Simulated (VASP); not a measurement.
# Ir2Pt (P4_2/mnm) in VASP: further runs

The runs below take Ir2Pt through single point, with PBE.

All numbers are computed with VASP 6.6.1; they aren't measurements. Logs are shortened: lines on timing, memory, paths and dates and some standing lists are left out, and cuts for length are marked.

### Step 1. The cell of the first run

The structure is tetragonal, space group P4_2/mnm (No. 136). Conventional cell: a = 5.177 Å, b = 5.177 Å, c = 3.335 Å, α = 90.00°, β = 90.00°, γ = 90.00°. Ir (site symmetry m2m) has 3 Pt at 2.19 to 2.24 Å and 1 Ir at 2.84 Å within 2.9 Å. Pt (site symmetry mmm) has 6 Ir at 2.19 to 2.24 Å within 2.9 Å.

### Step 2. Single point, PBE

INCAR reads:

```
SYSTEM = Ir2Pt
PREC     = Accurate       ! precision mode
ENCUT    = 520            ! plane-wave cutoff, eV
EDIFF    = 1E-6           ! SCF threshold, eV
ISMEAR   = 0              ! smearing method
SIGMA    = 0.1            ! smearing width, eV
LREAL    = .False.        ! projectors in reciprocal space
LASPH    = .True.         ! aspherical terms in the spheres
NELM     = 100            ! most SCF steps
ALGO     = Normal         ! electronic algorithm
ISIF     = 2              ! what is computed and relaxed
LWAVE    = .False.        ! write WAVECAR
LCHARG   = .False.        ! write CHGCAR
GGA      = PE             ! functional
NBANDS   = 37             ! bands
```

KPOINTS reads:

```
Automatic mesh
0
Gamma
  4 4 6
  0 0 0
```

POSCAR reads:

```
Ir2Pt
1.0
    5.1771098932      0.0000000000      0.0000000000
    0.0000000000      5.1771098932      0.0000000000
    0.0000000000      0.0000000000      3.3345816661
Ir Pt
4 2
Direct
    0.3060000000      0.3060000000      0.0000000000
    0.1940000000      0.8060000000      0.5000000000
    0.6940000000      0.6940000000      0.0000000000
    0.8060000000      0.1940000000      0.5000000000
    0.0000000000      0.0000000000      0.0000000000
    0.5000000000      0.5000000000      0.5000000000
```

Potentials or basis: VASP PAW PBE potentials, release 64 (Ir, Pt).

Command:

```sh
$ cat potpaw_PBE.64/Ir/POTCAR potpaw_PBE.64/Pt/POTCAR > POTCAR
$ mpirun -np 1 vasp_std > vasp.out
```

OUTCAR:

```text
SYSTEM = Ir2Pt
   PREC = Accurate
   ENCUT = 520
   EDIFF = 1E-6
   ISMEAR = 0
   LREAL = .False.
   LASPH = .True.
   NELM = 100
   ISIF = 2
   GGA = PE

 ion  position               nearest neighbor table
   1  0.306  0.306  0.000-   6 2.19   6 2.19   5 2.24   3 2.84   4 3.13   2 3.13   4 3.13   2 3.13
                             2 3.13   2 3.13   4 3.13   4 3.13
   2  0.194  0.806  0.500-   5 2.19   5 2.19   6 2.24   4 2.84   1 3.13   1 3.13   3 3.13   3 3.13
                             1 3.13   1 3.13   3 3.13   3 3.13
   3  0.694  0.694  0.000-   6 2.19   6 2.19   5 2.24   1 2.84   4 3.13   2 3.13   4 3.13   2 3.13
                             4 3.13   4 3.13   2 3.13   2 3.13
   4  0.806  0.194  0.500-   5 2.19   5 2.19   6 2.24   2 2.84   3 3.13   1 3.13   3 3.13   1 3.13
                             3 3.13   3 3.13   1 3.13   1 3.13
   5  0.000  0.000  0.000-   2 2.19   4 2.19   2 2.19   4 2.19   3 2.24   1 2.24
   6  0.500  0.500  0.500-   1 2.19   3 2.19   1 2.19   3 2.19   2 2.24   4 2.24

  LATTYP: Found a simple tetragonal cell.
 ALAT       =     5.1771098932
 C/A-ratio  =     0.6441010013

  Lattice vectors:

 A1 = (   5.1771098932,   0.0000000000,   0.0000000000)
 A2 = (   0.0000000000,   5.1771098932,   0.0000000000)
 A3 = (   0.0000000000,   0.0000000000,   3.3345816661)

Analysis of symmetry for initial positions (statically):
=====================================================================
 Subroutine PRICEL returns:
 Original cell was already a primitive cell.

 Routine SETGRP: Setting up the symmetry group for a
 simple tetragonal supercell.

 Subroutine GETGRP returns: Found 16 space group operations
 (whereof  8 operations were pure point group operations)
 out of a pool of 16 trial point group operations.

The static configuration has the point symmetry D_2h.
 The point group associated with its full space group is D_4h.

Analysis of symmetry for dynamics (positions and initial velocities):
=====================================================================
 Subroutine PRICEL returns:
 Original cell was already a primitive cell.

 Routine SETGRP: Setting up the symmetry group for a
 simple tetragonal supercell.

 Subroutine GETGRP returns: Found 16 space group operations
 (whereof  8 operations were pure point group operations)
 out of a pool of 16 trial point group operations.

The dynamic configuration has the point symmetry D_2h.
 The point group associated with its full space group is D_4h.

 Subroutine INISYM returns: Found 16 space group operations
 (whereof  8 operations are pure point group operations),
 and found     1 'primitive' translations

----------------------------------------------------------------------------------------

                                     Primitive cell

  volume of cell :      89.3750

  direct lattice vectors                    reciprocal lattice vectors
     5.177109893  0.000000000  0.000000000     0.193157963  0.000000000  0.000000000
     0.000000000  5.177109893  0.000000000     0.000000000  0.193157963  0.000000000
     0.000000000  0.000000000  3.334581666     0.000000000  0.000000000  0.299887692

  length of vectors
     5.177109893  5.177109893  3.334581666     0.193157963  0.193157963  0.299887692

  position of ions in fractional coordinates (direct lattice)
     0.306000000  0.306000000  0.000000000
     0.194000000  0.806000000  0.500000000
     0.694000000  0.694000000  0.000000000
     0.806000000  0.194000000  0.500000000
     0.000000000  0.000000000  0.000000000
     0.500000000  0.500000000  0.500000000

  ion indices of the primitive-cell ions
   primitive index   ion index
                 1           1
                 2           2
                 3           3
                 4           4
                 5           5
                 6           6

----------------------------------------------------------------------------------------

 KPOINTS: Automatic mesh

Automatic generation of k-mesh.
 Grid dimensions read from file:
 generate k-points for:    4    4    6

 Generating k-lattice:

  Cartesian coordinates                     Fractional coordinates (reciprocal lattice)
     0.048289491  0.000000000  0.000000000     0.250000000  0.000000000  0.000000000
     0.000000000  0.048289491  0.000000000     0.000000000  0.250000000  0.000000000
     0.000000000  0.000000000  0.049981282     0.000000000  0.000000000  0.166666667

  Length of vectors
     0.048289491  0.048289491  0.049981282

  Shift w.r.t. Gamma in fractional coordinates (k-lattice)
     0.000000000  0.000000000  0.000000000

 Subroutine IBZKPT returns following result:
 ===========================================

 Found     24 irreducible k-points:

 Following reciprocal coordinates:
            Coordinates               Weight
  0.000000  0.000000  0.000000      1.000000
  0.250000  0.000000  0.000000      4.000000
  0.500000  0.000000  0.000000      2.000000
  0.250000  0.250000  0.000000      4.000000
  0.500000  0.250000  0.000000      4.000000
  0.500000  0.500000  0.000000      1.000000
[... 16 lines left out ...]
  0.500000  0.250000  0.500000      4.000000
  0.500000  0.500000  0.500000      1.000000
   k-points           NKPTS =     24   k-points in BZ     NKDIM =     24   number of bands    NBANDS=     37
   number of dos      NEDOS =    301   number of ions     NIONS =      6
   total plane-waves  NPLWV =  44800
   dimension x,y,z NGX =    40 NGY =   40 NGZ =   28
   dimension x,y,z NGXF=    80 NGYF=   80 NGZF=   56
   ions per type =               4   2
   NGX,Y,Z   is equivalent  to a cutoff of  12.84, 12.84, 13.96 a.u.
   NGXF,Y,Z  is equivalent  to a cutoff of  25.69, 25.69, 27.92 a.u.
 SYSTEM =  Ir2Pt
   PREC   = accura    normal or accurate (medium, high low for compatibility)
   ISTART =      0    job   : 0-new  1-cont  2-samecut
   ICHARG =      2    charge: 1-file 2-atom 10-const
   ISPIN  =      1    spin polarized calculation?
   LNONCOLLINEAR =      F non collinear calculations
   LSORBIT =      F    spin-orbit coupling
   LASPH  =      T    aspherical Exc in radial PAW
   ENCUT  =  520.0 eV  38.22 Ry    6.18 a.u.   9.63  9.63  6.20*2*pi/ulx,y,z
   NELM   =    100;   NELMIN=  2; NELMDL= -5     # of ELM steps
   EDIFF  = 0.1E-05   stopping-criterion for ELM
   LREAL  =      F    real-space projection
[... 7 lines left out ...]
   TEBEG  =    0.0;   TEEND  =   0.0 temperature during run
   PSTRESS=    0.0 pullay stress
   NELECT =      56.0000    total number of electrons
   NUPDOWN=      -1.0000    fix difference up-down
   EMIN   =  10.00;   EMAX   =-10.00  energy-range for DOS
   EFERMI =   0.00;   METHOD = LEGACY
   ISMEAR =     0;   SIGMA  =   0.10  broadening in eV -4-tet -1-fermi 0-gaus
   EFERMI_NEDOS =   21; number of points for ismear=-14 and -15
   IALGO  =     38    algorithm
   IMIX   =      4    mixing-type and parameters
     AMIX     =   0.40;   BMIX     =  1.00
     AMIX_MAG =   1.60;   BMIX_MAG =  1.00
  volume/ion in A,a.u.               =      14.90       100.52
  Fermi-wavevector in a.u.,A,eV,Ry     =   1.400873  2.647266 26.700691  1.962445
  Thomas-Fermi vector in A             =   2.523790
   LORBIT       =      0    0 simple, 1 ext, 2 COOP (PROOUT), +10 PAW based schemes
   GGA     = PE    functional components
   LHFCALC =     F    Hartree Fock is set to
   AEXX    =    0.0000 exact exchange contribution
   IVDW    =     0    specifies the selected vdW correction
   LEPSILON=     F    determine dielectric tensor
   LRPA    =     F    only Hartree local field effects (RPA)
 non-spin polarized calculation
 Gauss-broadening in eV      SIGMA  =   0.10
  energy-cutoff  :      520.00
  volume of cell :       89.38
 maximum number of plane-waves:      2441
 NGX is ok and might be reduce to    40
   NGX = 19   NGY = 19   NGZ = 13

 number of electron      56.0000005 magnetization

 Free energy of the ion-electron system (eV)
  ---------------------------------------------------
  ext. energy  EPLUGINS =         0.00000000
  ---------------------------------------------------
  free energy    TOTEN  =       -25.63813877 eV

  energy without entropy =      -25.59564914  energy(sigma->0) =      -25.61689396

 E-fermi :  10.5974     XC(G=0): -13.2676

 val. band max:       10.5760468282   @ k =   0.5000   0.0000   0.1667
 cond. band min:      10.6086607152   @ k =   0.5000   0.0000   0.0000
 fundamental gap:      0.0326138870
 Fermi energy:        10.5974499745

 k-point     1 :       0.0000    0.0000    0.0000
  band No.  band energies     occupation
      1      -0.8273      2.00000
      2      -0.0053      2.00000
      3       1.3480      2.00000
      4       1.3480      2.00000
      5       1.3783      2.00000
      6       1.8228      2.00000
[... 29 lines left out ...]
     36      15.1307      0.00000
     37      15.1307      0.00000

 k-point     2 :       0.2500    0.0000    0.0000
  band No.  band energies     occupation
      1      -0.3767      2.00000
      2       0.2812      2.00000
      3       1.4521      2.00000
      4       1.5050      2.00000
      5       1.5378      2.00000
      6       1.8089      2.00000
[... 29 lines left out ...]
     36      15.5659      0.00000
     37      15.8683      0.00000

 k-point     3 :       0.5000    0.0000    0.0000
  band No.  band energies     occupation
      1       0.5594      2.00000
      2       0.5594      2.00000
      3       1.6052      2.00000
      4       1.6052      2.00000
      5       1.7784      2.00000
      6       1.7784      2.00000
[... 29 lines left out ...]
     36      15.5716      0.00000
     37      20.1645      0.00000
[... 761 lines left out ...]
 k-point    23 :       0.5000    0.2500    0.5000
  band No.  band energies     occupation
      1       1.3887      2.00000
      2       1.3887      2.00000
      3       1.8917      2.00000
      4       1.8917      2.00000
      5       2.6160      2.00000
      6       2.6160      2.00000
[... 29 lines left out ...]
     36      14.2448      0.00000
     37      15.6085      0.00000

 k-point    24 :       0.5000    0.5000    0.5000
  band No.  band energies     occupation
      1       1.7822      2.00000
      2       1.7822      2.00000
      3       1.8286      2.00000
      4       1.8286      2.00000
      5       2.4044      2.00000
      6       2.4044      2.00000
[... 29 lines left out ...]
     36      13.6846      0.00000
     37      15.1153      0.00000

------------------------ aborting loop because EDIFF is reached ----------------------------------------

  FORCE on cell =-STRESS in cart. coord.  units (eV):
  Direction    XX          YY          ZZ          XY          YZ          ZX
  --------------------------------------------------------------------------------------
  -------------------------------------------------------------------------------------
  Total       65.6348470     65.6348470     94.4253841     -0.0000000      0.0000000      0.0000000
  in kB     1176.6002443   1176.6002443   1692.7125619     -0.0000000      0.0000000      0.0000000
  external PRESSURE =    1348.6376835 kB  Pullay stress =       0.0000000 kB

 VOLUME and BASIS-vectors are now :
 -----------------------------------------------------------------------------
  energy-cutoff  :      520.00
  volume of cell :       89.38
      direct lattice vectors                 reciprocal lattice vectors
     5.177109893  0.000000000  0.000000000     0.193157963  0.000000000  0.000000000
     0.000000000  5.177109893  0.000000000     0.000000000  0.193157963  0.000000000
     0.000000000  0.000000000  3.334581666     0.000000000  0.000000000  0.299887692

 POSITION                                       TOTAL-FORCE (eV/Angst)
 -----------------------------------------------------------------------------------
      1.58420      1.58420      0.00000        -3.544881     -3.544881      0.000000
      1.00436      4.17275      1.66729         3.544881     -3.544881      0.000000
      3.59291      3.59291      0.00000         3.544881      3.544881      0.000000
      4.17275      1.00436      1.66729        -3.544881      3.544881      0.000000
      0.00000      0.00000      0.00000         0.000000     -0.000000      0.000000
      2.58855      2.58855      1.66729         0.000000     -0.000000      0.000000
 -----------------------------------------------------------------------------------
    total drift:                                0.000000     -0.000000     -0.000000

  FREE ENERGIE OF THE ION-ELECTRON SYSTEM (eV)
  ---------------------------------------------------
  free  energy   TOTEN  =       -25.6381387727 eV

  energy  without entropy=      -25.5956491420  energy(sigma->0) =      -25.61689396
```

It took 52 s on 1 thread of Intel Xeon Platinum 8488C (Sapphire Rapids), shared host; peak memory 0.24 GiB.

Results:

- Free energy: -25.6381 eV
- Pressure: 134.9 GPa
- Largest force: 5.013 eV/Å
- Band gap on the k mesh: zero (bands 28 and 29 overlap by 1.00 eV)

Forces in eV/Å, atoms in the order of the input:
```
Ir  -3.545 -3.545  0.000
Ir   3.545 -3.545  0.000
Ir   3.545  3.545  0.000
Ir  -3.545  3.545  0.000
Pt   0.000  0.000  0.000
Pt   0.000  0.000  0.000
```

Stress tensor (GPa, compression positive):
```
117.66   0.00   0.00
  0.00 117.66   0.00
  0.00   0.00 169.27
```

Caveat: the stress differs along the axes, from 118 to 169 GPa; spin-orbit coupling is left out, which moves the levels of the heavy elements; forces of over 1 eV/Å act on the atoms, so gaps and moduli don't describe the material at rest.

(Continued in part 2 of 2.)

The gap in the log of VASP goes by the Fermi energy; the results here count the filled bands.